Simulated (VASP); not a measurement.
# CuO (Cc) in VASP: notebook, part 2 of 2

VASP 6.6.1.

### 3 Single point, PBEsol+U, collinear spin, antiferromagnetic start

INCAR reads:

```
SYSTEM = CuO
  ALGO = Normal
  EDIFF = 1E-7
  ENCUT = 520
  GGA = PS
  ISIF = 2
  ISMEAR = 0
  ISPIN = 2
  LASPH = .True.
  LCHARG = .False.
  LDAU = .True.
  LDAUJ = 0.7 0
  LDAUL = 2 -1
  LDAUPRINT = 1
  LDAUTYPE = 1
  LDAUU = 6 0
  LMAXMIX = 4
  LORBIT = 11
  LREAL = .False.
  LWAVE = .False.
  MAGMOM = -0.6 0.6 0 0
  NBANDS = 29
  NELM = 150
  PREC = Accurate
  SIGMA = 0.05
```

KPOINTS reads:

```
k-points
0
Gamma
  7 7 4
  0 0 0
```

POSCAR reads:

```
CuO
1.0
    2.3446497600     -1.7133998200      0.0000000000
    2.3446497600      1.7133998200      0.0000000000
   -0.8605499100      0.0000000000      5.0594394800
Cu O
2 2
Direct
    0.0032000000      0.4968000000      0.0000000000
    0.4968000000      0.0032000000      0.5000000000
    0.5714000000      0.4056000000      0.2537000000
    0.4056000000      0.5714000000      0.7537000000
```

Potentials or basis: VASP PAW PBE potentials, release 64 (Cu, O).

Launch:

```
cat potpaw_PBE.64/Cu/POTCAR potpaw_PBE.64/O/POTCAR > POTCAR
mpirun -np 1 vasp_std > vasp.out
```

OUTCAR:

```text
SYSTEM = CuO
   EDIFF = 1E-7
   ENCUT = 520
   GGA = PS
   ISIF = 2
   ISMEAR = 0
   ISPIN = 2
   LASPH = .True.
   LORBIT = 11
   LREAL = .False.
   NELM = 150
   PREC = Accurate

 ion  position               nearest neighbor table
   1  0.003  0.497  0.000-   4 1.91   3 1.93   4 1.98   3 2.02
   2  0.497  0.003  0.500-   3 1.91   4 1.93   3 1.98   4 2.02
   3  0.571  0.406  0.254-   2 1.91   1 1.93   2 1.98   1 2.02
   4  0.406  0.571  0.754-   1 1.91   2 1.93   1 1.98   2 2.02

  LATTYP: Found a base centered monoclinic cell.
 ALAT       =     4.6892995200
 B/A-ratio  =     0.7307700490
 C/A-ratio  =     1.0944283419
 COS(beta)  =    -0.1676798045

  Lattice vectors:

 A1 = (   2.3446497600,  -1.7133998200,   0.0000000000)
 A2 = (   2.3446497600,   1.7133998200,   0.0000000000)
 A3 = (  -0.8605499100,   0.0000000000,   5.0594394800)

Analysis of symmetry for initial positions (statically):
=====================================================================
 Subroutine PRICEL returns:
 Original cell was already a primitive cell.

 Routine SETGRP: Setting up the symmetry group for a
 base centered monoclinic supercell.

 Subroutine GETGRP returns: Found  2 space group operations
 (whereof  1 operations were pure point group operations)
 out of a pool of  4 trial point group operations.

The static configuration has the point symmetry C_1 .
 The point group associated with its full space group is C_1h.

Analysis of symmetry for dynamics (positions and initial velocities):
=====================================================================
 Subroutine PRICEL returns:
 Original cell was already a primitive cell.

 Routine SETGRP: Setting up the symmetry group for a
 base centered monoclinic supercell.

 Subroutine GETGRP returns: Found  2 space group operations
 (whereof  1 operations were pure point group operations)
 out of a pool of  4 trial point group operations.

The dynamic configuration has the point symmetry C_1 .
 The point group associated with its full space group is C_1h.

Analysis of structural, dynamic, and magnetic symmetry:
=====================================================================
 Subroutine PRICEL returns:
 Original cell was already a primitive cell.

 Routine SETGRP: Setting up the symmetry group for a
 base centered monoclinic supercell.

 Subroutine GETGRP returns: Found  2 space group operations
 (whereof  1 operations were pure point group operations)
[... 178 lines left out ...]
  o =  0.9734  v = -0.1603  0.4656  0.0463  0.0342 -0.8684  0.0000  0.0000  0.0000  0.0000  0.0000      0.0000  0.0000  0.0000  0.0000  0.0000  0.0000  0.0000  0.0000  0.0000  0.0000
  o =  0.9794  v =  0.0000  0.0000  0.0000  0.0000  0.0000 -0.4973  0.2239 -0.8185  0.1215  0.1337      0.0000  0.0000  0.0000  0.0000  0.0000  0.0000  0.0000  0.0000  0.0000  0.0000
  o =  0.9814  v = -0.4913  0.1997 -0.8194  0.1476  0.1599  0.0000  0.0000  0.0000  0.0000  0.0000      0.0000  0.0000  0.0000  0.0000  0.0000  0.0000  0.0000  0.0000  0.0000  0.0000
  o =  1.0251  v =  0.0000  0.0000  0.0000  0.0000  0.0000  0.1090  0.5343  0.0061 -0.7937  0.2695      0.0000  0.0000  0.0000  0.0000  0.0000  0.0000  0.0000  0.0000  0.0000  0.0000

atom =   2  type =  1  l = 2

 onsite density matrix

spin component  1

  0.9647  0.0005 -0.0083  0.0073 -0.0018
  0.0005  0.9869  0.0004  0.0229 -0.0079
 -0.0083  0.0004  0.9741  0.0000 -0.0014
  0.0073  0.0229  0.0000  1.0047 -0.0115
 -0.0018 -0.0079 -0.0014 -0.0115  0.9748

spin component  2

  0.9588 -0.0329 -0.0098 -0.0373  0.0129
 -0.0329  0.7881 -0.0020 -0.2533  0.0832
 -0.0098 -0.0020  0.9755 -0.0026 -0.0007
 -0.0373 -0.2533 -0.0026  0.6237  0.1150
  0.0129  0.0832 -0.0007  0.1150  0.9357

 occupancies and eigenvectors

  o =  0.3971  v =  0.0000  0.0000  0.0000  0.0000  0.0000  0.0908  0.5664  0.0066  0.7781 -0.2559      0.0000  0.0000  0.0000  0.0000  0.0000  0.0000  0.0000  0.0000  0.0000  0.0000
  o =  0.9571  v =  0.0000  0.0000  0.0000  0.0000  0.0000 -0.8500 -0.1777 -0.4441  0.2069 -0.0771      0.0000  0.0000  0.0000  0.0000  0.0000  0.0000  0.0000  0.0000  0.0000  0.0000
  o =  0.9585  v =  0.8507  0.1541  0.4585 -0.1918  0.0743  0.0000  0.0000  0.0000  0.0000  0.0000      0.0000  0.0000  0.0000  0.0000  0.0000  0.0000  0.0000  0.0000  0.0000  0.0000
  o =  0.9706  v =  0.0611  0.1905 -0.2180 -0.4282 -0.8539  0.0000  0.0000  0.0000  0.0000  0.0000      0.0000  0.0000  0.0000  0.0000  0.0000  0.0000  0.0000  0.0000  0.0000  0.0000
  o =  0.9716  v = -0.1152  0.7774 -0.2690 -0.3676  0.4182  0.0000  0.0000  0.0000  0.0000  0.0000      0.0000  0.0000  0.0000  0.0000  0.0000  0.0000  0.0000  0.0000  0.0000  0.0000
  o =  0.9727  v =  0.0000  0.0000  0.0000  0.0000  0.0000  0.0475 -0.6252  0.3594  0.5734  0.3858      0.0000  0.0000  0.0000  0.0000  0.0000  0.0000  0.0000  0.0000  0.0000  0.0000
  o =  0.9734  v =  0.0000  0.0000  0.0000  0.0000  0.0000  0.1603 -0.4656  0.0463  0.0342 -0.8684      0.0000  0.0000  0.0000  0.0000  0.0000  0.0000  0.0000  0.0000  0.0000  0.0000
  o =  0.9794  v = -0.4973  0.2239  0.8185 -0.1215 -0.1337  0.0000  0.0000  0.0000  0.0000  0.0000      0.0000  0.0000  0.0000  0.0000  0.0000  0.0000  0.0000  0.0000  0.0000  0.0000
  o =  0.9814  v =  0.0000  0.0000  0.0000  0.0000  0.0000  0.4913 -0.1997 -0.8194  0.1476  0.1599      0.0000  0.0000  0.0000  0.0000  0.0000  0.0000  0.0000  0.0000  0.0000  0.0000
  o =  1.0251  v = -0.1090 -0.5343  0.0061 -0.7937  0.2695  0.0000  0.0000  0.0000  0.0000  0.0000      0.0000  0.0000  0.0000  0.0000  0.0000  0.0000  0.0000  0.0000  0.0000  0.0000

 number of electron      33.9999999 magnetization      -0.0000000

 Free energy of the ion-electron system (eV)
  ---------------------------------------------------
  ext. energy  EPLUGINS =         0.00000000
  ---------------------------------------------------
  free energy    TOTEN  =       -18.38638794 eV

  energy without entropy =      -18.38638794  energy(sigma->0) =      -18.38638794

 E-fermi :   5.0448     XC(G=0): -12.1133

 val. band max:        4.7455671361   @ k =   0.0000   0.0000   0.0000
 cond. band min:       5.6811258495   @ k =   0.2857   0.1429   0.5000
 fundamental gap:      0.9355587134
 Fermi energy:         5.0447999643

 spin component 1

 k-point     1 :       0.0000    0.0000    0.0000
  band No.  band energies     occupation
      1     -14.1213      1.00000
      2     -12.7147      1.00000
      3      -3.1233      1.00000
      4      -2.4322      1.00000
      5      -0.4296      1.00000
      6      -0.0463      1.00000
[... 1529 lines left out ...]
     28      23.3428      0.00000
     29      25.2015      0.00000

 [... further k-points ...]
[... 5 lines left out ...]
  --------------------------------------------------------------------------------------
  -------------------------------------------------------------------------------------
  Total       -1.6703911     -1.0403796     -1.6210892      0.0000000      0.0000000      0.0962344
  in kB      -65.8354280    -41.0046690    -63.8922807      0.0000000      0.0000000      3.7929036
  external PRESSURE =     -56.9107926 kB  Pullay stress =       0.0000000 kB

 VOLUME and BASIS-vectors are now :
 -----------------------------------------------------------------------------
  energy-cutoff  :      520.00
  volume of cell :       40.65
      direct lattice vectors                 reciprocal lattice vectors
     2.344649760 -1.713399820  0.000000000     0.213251467 -0.291817470  0.036271514
     2.344649760  1.713399820  0.000000000     0.213251467  0.291817470  0.036271514
    -0.860549910  0.000000000  5.059439480     0.000000000  0.000000000  0.197650353

 POSITION                                       TOTAL-FORCE (eV/Angst)
 -----------------------------------------------------------------------------------
      1.17232      0.84573      0.00000        -0.597334      0.264442      0.268012
      0.74205     -0.84573      2.52972        -0.597334     -0.264442      0.268012
      2.07240     -0.28408      1.28358         0.597334      0.195127     -0.268012
      1.64213      0.28408      3.81330         0.597334     -0.195127     -0.268012
 -----------------------------------------------------------------------------------
    total drift:                               -0.000265      0.000000     -0.000443

  FREE ENERGIE OF THE ION-ELECTRON SYSTEM (eV)
  ---------------------------------------------------
  free  energy   TOTEN  =       -18.3863879401 eV

  energy  without entropy=      -18.3863879401  energy(sigma->0) =      -18.38638794

 total charge

# of ion       s       p       d       tot
------------------------------------------
    1        0.380   0.396   9.165   9.941
    2        0.380   0.396   9.165   9.941
    3        1.554   3.412   0.000   4.966
    4        1.554   3.412   0.000   4.966
--------------------------------------------------
tot          3.869   7.616  18.330  29.815

 magnetization (x)

# of ion       s       p       d       tot
------------------------------------------
    1        0.006   0.006  -0.624  -0.612
    2       -0.006  -0.006   0.624   0.612
    3        0.000   0.003   0.000   0.004
    4       -0.000  -0.003   0.000  -0.004
--------------------------------------------------
tot          0.000   0.000   0.000   0.000
```

Run time: 3.2 min. Hardware: 1 thread of Oxide Virtual Turin-like, shared host; peak memory 0.21 GiB.

What came out:

- Free energy: -18.3864 eV
- Pressure: -5.7 GPa
- Largest force: 0.706 eV/Å
- Band gap on the k mesh: 0.94 eV, indirect (least direct gap 1.18 eV)
- Net moment: 0.00 μB per cell
- Site moments: Cu -0.61, +0.61; O +0.00, -0.00 μB
- Valence electrons inside the program's atomic spheres: Cu 9.94; O 4.97

Forces in eV/Å, atoms in the order of the input:
```
Cu  -0.597  0.264  0.268
Cu  -0.597 -0.264  0.268
O    0.597  0.195 -0.268
O    0.597 -0.195 -0.268
```

Eigenvalues of the final occupation matrices:
```
    site  spin  trace               eigenvalues
site 1 d     1   4.28  0.40 0.96 0.97 0.97 0.98
site 1 d     2   4.91  0.96 0.97 0.97 0.98 1.03
site 2 d     1   4.91  0.96 0.97 0.97 0.98 1.03
site 2 d     2   4.28  0.40 0.96 0.97 0.97 0.98
```

Caveat: the PAW data sets were made with another functional, which shifts forces and pressure a little.
